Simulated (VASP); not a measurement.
# Be7Te (P-6m2) in VASP: notebook

Be7Te is run at these levels: PBE; tasks: relaxation of cell and atoms.

All numbers are computed with VASP 6.6.1; they aren't measurements. Logs are shortened: lines on timing, memory, paths and dates and some standing lists are left out, and cuts for length are marked.

### Step 1. The cell of the first run

It takes space group P-6m2 (No. 187, hexagonal). Conventional cell: a = 5.486 Å, b = 5.486 Å, c = 3.559 Å, α = 90.00°, β = 90.00°, γ = 120.00°. Within 3.0 Å of Be (site symmetry mm2) lie 8 Be at 2.23 to 2.39 Å and 2 Te at 2.75 Å. Be (site symmetry mm2) has 6 Be at 2.04 to 2.39 Å and 2 Te at 2.67 Å within 2.7 Å. Within 3.0 Å of Be (site symmetry -6m2) lie 12 Be at 2.23 to 2.77 Å. Te (site symmetry -6m2) has 12 Be at 2.67 to 2.75 Å within 3.5 Å.

### Step 2. Relaxation of cell and atoms, PBE

INCAR reads:

```
PREC = Accurate
ENCUT = 600
EDIFF = 1E-6
ISMEAR = 0
SIGMA = 0.1
LREAL = F
LASPH = T
NELM = 60
ALGO = Fast
ISIF = 3
LWAVE = F
LCHARG = F
GGA = PE
IBRION = 2
NSW = 90
EDIFFG = -0.04
```

KPOINTS reads:

```
regular mesh
0
Gamma
  6 6 6
```

POSCAR reads:

```
Be7Te
1.0
    5.4857233372      0.0000000000      0.0000000000
   -2.7428616686      4.7507757682      0.0000000000
    0.0000000000      0.0000000000      3.5590031912
Be Te
7 1
Direct
    0.9504911185      0.4752455592      0.0000000000
    0.5247544408      0.0495088815      0.0000000000
    0.5247544408      0.4752455592      0.0000000000
    0.2095562840      0.7904437160      0.5000000000
    0.2095562840      0.4191125680      0.5000000000
    0.5808874320      0.7904437160      0.5000000000
    0.6666666667      0.3333333333      0.5000000000
    0.0000000000      0.0000000000      0.0000000000
```

Potentials or basis: VASP PAW PBE potentials, release 64 (Be, Te).

Started as:

```bash
cat potpaw_PBE.64/Be/POTCAR potpaw_PBE.64/Te/POTCAR > POTCAR
mpirun -np 1 vasp_std > vasp.out
```

OUTCAR:

```text
PREC = Accurate
   ENCUT = 600
   EDIFF = 1E-6
   ISMEAR = 0
   LREAL = F
   LASPH = T
   NELM = 60
   ISIF = 3
   GGA = PE
   IBRION = 2
   NSW = 90
   EDIFFG = -0.04

 ion  position               nearest neighbor table
   1  0.950  0.475  0.000-   7 2.23   7 2.23   3 2.34   2 2.34   8 2.75   8 2.75
   2  0.525  0.050  0.000-   7 2.23   7 2.23   1 2.34   3 2.34   8 2.75   8 2.75
   3  0.525  0.475  0.000-   7 2.23   7 2.23   1 2.34   2 2.34   8 2.75   8 2.75
   4  0.210  0.790  0.500-   6 2.04   5 2.04   8 2.67   8 2.67
   5  0.210  0.419  0.500-   4 2.04   6 2.04   8 2.67   8 2.67
   6  0.581  0.790  0.500-   4 2.04   5 2.04   8 2.67   8 2.67
   7  0.667  0.333  0.500-   1 2.23   1 2.23   3 2.23   3 2.23   2 2.23   2 2.23
   8  0.000  0.000  0.000-   4 2.67   6 2.67   4 2.67   6 2.67   5 2.67   5 2.67   2 2.75   1 2.75
                             3 2.75   3 2.75   2 2.75   1 2.75

  LATTYP: Found a hexagonal cell.
 ALAT       =     5.4857233372
 C/A-ratio  =     0.6487755529

  Lattice vectors:

 A1 = (   5.4857233372,   0.0000000000,   0.0000000000)
 A2 = (  -2.7428616686,   4.7507757682,   0.0000000000)
 A3 = (   0.0000000000,   0.0000000000,   3.5590031912)

Analysis of symmetry for initial positions (statically):
=====================================================================
 Subroutine PRICEL returns:
 Original cell was already a primitive cell.

 Routine SETGRP: Setting up the symmetry group for a
 hexagonal supercell.

 Subroutine GETGRP returns: Found 12 space group operations
 (whereof 12 operations were pure point group operations)
 out of a pool of 24 trial point group operations.

The static configuration has the point symmetry D_3h.

Analysis of symmetry for dynamics (positions and initial velocities):
=====================================================================
 Subroutine PRICEL returns:
 Original cell was already a primitive cell.

 Routine SETGRP: Setting up the symmetry group for a
 hexagonal supercell.

 Subroutine GETGRP returns: Found 12 space group operations
 (whereof 12 operations were pure point group operations)
 out of a pool of 24 trial point group operations.

The dynamic configuration has the point symmetry D_3h.

 Subroutine INISYM returns: Found 12 space group operations
 (whereof 12 operations are pure point group operations),
 and found     1 'primitive' translations

----------------------------------------------------------------------------------------

                                     Primitive cell

  volume of cell :      92.7528

  direct lattice vectors                    reciprocal lattice vectors
     5.485723337  0.000000000  0.000000000     0.182291366  0.105245969  0.000000000
    -2.742861669  4.750775768  0.000000000     0.000000000  0.210491938  0.000000000
     0.000000000  0.000000000  3.559003191     0.000000000  0.000000000  0.280977551

  length of vectors
     5.485723337  5.485723337  3.559003191     0.210491938  0.210491938  0.280977551

  position of ions in fractional coordinates (direct lattice)
     0.950491118  0.475245559  0.000000000
     0.524754441  0.049508882  0.000000000
     0.524754441  0.475245559  0.000000000
     0.209556284  0.790443716  0.500000000
     0.209556284  0.419112568  0.500000000
     0.580887432  0.790443716  0.500000000
     0.666666667  0.333333333  0.500000000
     0.000000000  0.000000000  0.000000000

  ion indices of the primitive-cell ions
   primitive index   ion index
                 1           1
                 2           2
                 3           3
                 4           4
                 5           5
                 6           6
                 7           7
                 8           8

----------------------------------------------------------------------------------------

 KPOINTS: regular mesh

Automatic generation of k-mesh.
 Grid dimensions read from file:
 generate k-points for:    6    6    6

 Generating k-lattice:

  Cartesian coordinates                     Fractional coordinates (reciprocal lattice)
     0.030381894  0.017540995  0.000000000     0.166666667  0.000000000  0.000000000
     0.000000000  0.035081990  0.000000000     0.000000000  0.166666667  0.000000000
     0.000000000  0.000000000  0.046829592     0.000000000  0.000000000  0.166666667

  Length of vectors
     0.035081990  0.035081990  0.046829592

  Shift w.r.t. Gamma in fractional coordinates (k-lattice)
     0.000000000  0.000000000  0.000000000

 Subroutine IBZKPT returns following result:
 ===========================================

 Found     28 irreducible k-points:

 Following reciprocal coordinates:
            Coordinates               Weight
  0.000000  0.000000  0.000000      1.000000
  0.166667 -0.000000  0.000000      6.000000
  0.333333 -0.000000  0.000000      6.000000
  0.500000  0.000000  0.000000      3.000000
  0.166667  0.166667  0.000000      6.000000
  0.333333  0.166667  0.000000     12.000000
[... 16 lines left out ...]
  0.166667 -0.000000  0.500000      6.000000
  0.333333 -0.000000  0.500000      6.000000
 [... further k-points ...]
   k-points           NKPTS =     28   k-points in BZ     NKDIM =     28   number of bands    NBANDS=     15
   number of dos      NEDOS =    301   number of ions     NIONS =      8
   total plane-waves  NPLWV =  64512
   dimension x,y,z NGX =    48 NGY =   48 NGZ =   28
   dimension x,y,z NGXF=    96 NGYF=   96 NGZF=   56
   ions per type =               7   1
   NGX,Y,Z   is equivalent  to a cutoff of  14.55, 14.55, 13.08 a.u.
   NGXF,Y,Z  is equivalent  to a cutoff of  29.09, 29.09, 26.16 a.u.
 SYSTEM =  unknown system
   PREC   = accura    normal or accurate (medium, high low for compatibility)
   ISTART =      0    job   : 0-new  1-cont  2-samecut
   ICHARG =      2    charge: 1-file 2-atom 10-const
   ISPIN  =      1    spin polarized calculation?
   LNONCOLLINEAR =      F non collinear calculations
   LSORBIT =      F    spin-orbit coupling
   LASPH  =      T    aspherical Exc in radial PAW
   ENCUT  =  600.0 eV  44.10 Ry    6.64 a.u.  10.96 10.96  7.11*2*pi/ulx,y,z
   NELM   =     60;   NELMIN=  2; NELMDL= -5     # of ELM steps
   EDIFF  = 0.1E-05   stopping-criterion for ELM
   LREAL  =      F    real-space projection
   EDIFFG = -.4E-01   stopping-criterion for IOM
   NSW    =     90    number of steps for IOM
   IBRION =      2    ionic relax: 0-MD 1-quasi-New 2-CG
   NFREE  =      1    steps in history (QN), initial steepest desc. (CG)
   ISIF   =      3    stress and relaxation
   ISYM   =      2    0-nonsym 1-usesym 2-fastsym
   POTIM  = 0.5000    time-step for ionic-motion
   TEBEG  =    0.0;   TEEND  =   0.0 temperature during run
   PSTRESS=    0.0 pullay stress
   NELECT =      20.0000    total number of electrons
   NUPDOWN=      -1.0000    fix difference up-down
   EMIN   =  10.00;   EMAX   =-10.00  energy-range for DOS
   EFERMI =   0.00;   METHOD = LEGACY
   ISMEAR =     0;   SIGMA  =   0.10  broadening in eV -4-tet -1-fermi 0-gaus
   EFERMI_NEDOS =   21; number of points for ismear=-14 and -15
   IALGO  =     68    algorithm
   IMIX   =      4    mixing-type and parameters
     AMIX     =   0.40;   BMIX     =  1.00
     AMIX_MAG =   1.60;   BMIX_MAG =  1.00
  volume/ion in A,a.u.               =      11.59        78.24
  Fermi-wavevector in a.u.,A,eV,Ry     =   0.981693  1.855132 13.112234  0.963722
  Thomas-Fermi vector in A             =   2.112720
   LORBIT       =      0    0 simple, 1 ext, 2 COOP (PROOUT), +10 PAW based schemes
   GGA     = PE    functional components
   LHFCALC =     F    Hartree Fock is set to
   AEXX    =    0.0000 exact exchange contribution
   IVDW    =     0    specifies the selected vdW correction
   LEPSILON=     F    determine dielectric tensor
   LRPA    =     F    only Hartree local field effects (RPA)
 conjugate gradient relaxation of ions
 non-spin polarized calculation
 RMM-DIIS sequential band-by-band and
 Gauss-broadening in eV      SIGMA  =   0.10
  energy-cutoff  :      600.00
  volume of cell :       92.75
 maximum number of plane-waves:      3123
 NGX is ok and might be reduce to    48
   NGX = 21   NGY = 21   NGZ = 15

--------------------------------------- Ionic step        1  -------------------------------------------

 number of electron      20.0000000 magnetization

 Free energy of the ion-electron system (eV)
  ---------------------------------------------------
  ext. energy  EPLUGINS =         0.00000000
  ---------------------------------------------------
  free energy    TOTEN  =       -24.88372876 eV

  energy without entropy =      -24.87071033  energy(sigma->0) =      -24.87721955

------------------------ aborting loop because EDIFF is reached ----------------------------------------

  FORCE on cell =-STRESS in cart. coord.  units (eV):
  Direction    XX          YY          ZZ          XY          YZ          ZX
  --------------------------------------------------------------------------------------
  -------------------------------------------------------------------------------------
  Total       -0.3697396     -0.3697396      0.8379981      0.0000000      0.0000000      0.0000000
  in kB       -6.3867477     -6.3867477     14.4752749      0.0000000      0.0000000      0.0000000
  external PRESSURE =       0.5672598 kB  Pullay stress =       0.0000000 kB
[... 279 lines left out ...]
  energy  without entropy=      -24.8873142510  energy(sigma->0) =      -24.89286559

--------------------------------------- Ionic step        8  -------------------------------------------

 number of electron      19.9999999 magnetization

 Free energy of the ion-electron system (eV)
  ---------------------------------------------------
  ext. energy  EPLUGINS =         0.00000000
  ---------------------------------------------------
  free energy    TOTEN  =       -24.89959513 eV

  energy without entropy =      -24.88848751  energy(sigma->0) =      -24.89404132

 E-fermi :   6.9776     XC(G=0): -10.1547

 val. band max:        6.9669274127   @ k =   0.3333   0.3333   0.0000
 cond. band min:       6.9900366784   @ k =   0.1667   0.1667   0.3333
 fundamental gap:      0.0231092657
 Fermi energy:         6.9776217275

 k-point     1 :       0.0000    0.0000    0.0000
  band No.  band energies     occupation
      1      -6.9983      2.00000
      2      -0.4116      2.00000
      3       0.2986      2.00000
      4       0.2986      2.00000
      5       1.9115      2.00000
      6       2.5089      2.00000
      7       2.5089      2.00000
      8       3.4558      2.00000
      9       7.8501      0.00000
     10       7.9994      0.00000
     11       9.7961      0.00000
     12       9.7961      0.00000
     13      10.2839      0.00000
     14      10.7681      0.00000
     15      10.9965      0.00000
[... 397 lines left out ...]
 k-point    24 :       0.3333   -0.0000    0.5000
  band No.  band energies     occupation
      1      -5.7156      2.00000
      2      -0.9325      2.00000
      3      -0.2190      2.00000
      4       1.1481      2.00000
      5       1.2421      2.00000
      6       2.2538      2.00000
      7       2.6419      2.00000
      8       3.2624      2.00000
      9       5.0425      2.00000
     10       6.8631      1.89459
     11       7.1225      0.04042
     12       7.5622      0.00000
     13       8.2488      0.00000
     14       8.9719      0.00000
     15       9.8993      0.00000

 [... further k-points ...]

------------------------ aborting loop because EDIFF is reached ----------------------------------------

  FORCE on cell =-STRESS in cart. coord.  units (eV):
  Direction    XX          YY          ZZ          XY          YZ          ZX
  --------------------------------------------------------------------------------------
  -------------------------------------------------------------------------------------
  Total        0.0731955      0.0731955      0.0769060      0.0000000      0.0000000     -0.0000000
  in kB        1.2735222      1.2735222      1.3380817      0.0000000      0.0000000     -0.0000000
  external PRESSURE =       1.2950421 kB  Pullay stress =       0.0000000 kB
[... 23 lines left out ...]
  FREE ENERGIE OF THE ION-ELECTRON SYSTEM (eV)
  ---------------------------------------------------
  free  energy   TOTEN  =       -24.8995951262 eV

  energy  without entropy=      -24.8884875077  energy(sigma->0) =      -24.89404132

 reached required accuracy - stopping structural energy minimisation
```

Run time: 2 min. Hardware: 1 thread of Intel Xeon 6975P-C (Granite Rapids), shared host; peak memory 0.27 GiB.

Results:

* Free energy: -24.8996 eV
* Relaxed volume: 11.51 Å³/atom
* Relaxed cell: a = 5.434 Å, b = 5.434 Å, c = 3.601 Å, α = 90.00°, β = 90.00°, γ = 120.00°
* Space group after relaxing (to 0.05 Å): P-6m2 (No. 187)
* Energy gained by relaxing: 2.0 meV/atom
* Ionic steps: 8
* Pressure after relaxing: 0.1 GPa
* Largest force after relaxing: 0.033 eV/Å
* Band gap on the k mesh: zero (band 10 reaches 8.20 eV, above the bottom of band 11 at 5.97 eV)

Forces in eV/Å, atoms in the order of the input:
```
Be   0.028  0.016  0.000
Be   0.000 -0.033  0.000
Be  -0.028  0.016  0.000
Be   0.023 -0.013  0.000
Be   0.000  0.027  0.000
Be  -0.023 -0.013  0.000
Be   0.000  0.000  0.000
Te   0.000  0.000  0.000
```

Step by step:
| step | energy change (eV) | largest force (eV/Å) | pressure (GPa) | volume (Å³) |
| --- | --- | --- | --- | --- |
| 1 | 0.0000 | 0.0880 | 0.06 | 92.75 |
| 2 | -0.0068 | 0.0810 | -0.11 | 92.81 |
| 3 | -0.0102 | 0.0655 | -0.57 | 92.95 |
| 4 | -0.0124 | 0.0699 | -0.38 | 92.89 |
| 5 | -0.0124 | 0.0693 | -0.41 | 92.90 |
| 6 | -0.0143 | 0.0618 | -0.02 | 92.37 |
| 7 | -0.0147 | 0.0568 | 0.27 | 92.00 |
| 8 | -0.0159 | 0.0329 | 0.13 | 92.08 |

Final structure:
```cif
data_structure
_symmetry_space_group_name_H-M 'P 1'
_symmetry_Int_Tables_number 1
_cell_length_a 5.4342
_cell_length_b 5.4342
_cell_length_c 3.6008
_cell_angle_alpha 90.000
_cell_angle_beta 90.000
_cell_angle_gamma 120.000
_cell_volume 92.08
loop_
_atom_site_label
_atom_site_type_symbol
_atom_site_fract_x
_atom_site_fract_y
_atom_site_fract_z
_atom_site_occupancy
Be1 Be 0.95692 0.47846 0.00000 1
Be2 Be 0.52154 0.04308 0.00000 1
Be3 Be 0.52154 0.47846 0.00000 1
Be4 Be 0.20781 0.79219 0.50000 1
Be5 Be 0.20781 0.41562 0.50000 1
Be6 Be 0.58438 0.79219 0.50000 1
Be7 Be 0.66667 0.33333 0.50000 1
Te1 Te 0.00000 0.00000 0.00000 1
```

Caveat: spin-orbit coupling is left out, which moves the levels of the heavy elements.

(Part 1 of 2 ends here.)
